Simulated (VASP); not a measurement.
Ti3Al:

```xyz
4
Lattice="2.8678 0.0000 0.0000 -1.4339 2.4836 0.0000 0.0000 0.0000 9.0380" Properties=species:S:1:pos:R:3 pbc="T T T"
Ti    0.0000    1.6557    2.2541
Ti    0.0000    1.6557    6.7839
Ti    1.4339    0.8279    0.0000
Al    1.4339    0.8279    4.5190
```

Base run:

| Property | Result |
| --- | --- |
| Program | VASP 6.6.1 |
| Functional | r2SCAN |
| Potentials or basis | VASP PAW PBE potentials, release 64 (Ti_sv, Al) |
| Cutoff | 520 eV |
| k mesh | 10 × 10 × 3 |
| Occupations | fermi-dirac, width 0.05 eV |
| Spin | no spin polarisation |

Its results: pressure 7.4 GPa; largest force 0.044 eV/Å.

Problem. The run is repeated on the same cell with these changes: functional from r2SCAN to PBEsol. What comes out?

Solution. Pressure 3.6 GPa; largest force 0.060 eV/Å.

Caveats: the PAW data sets were made with another functional, which shifts forces and pressure a little.
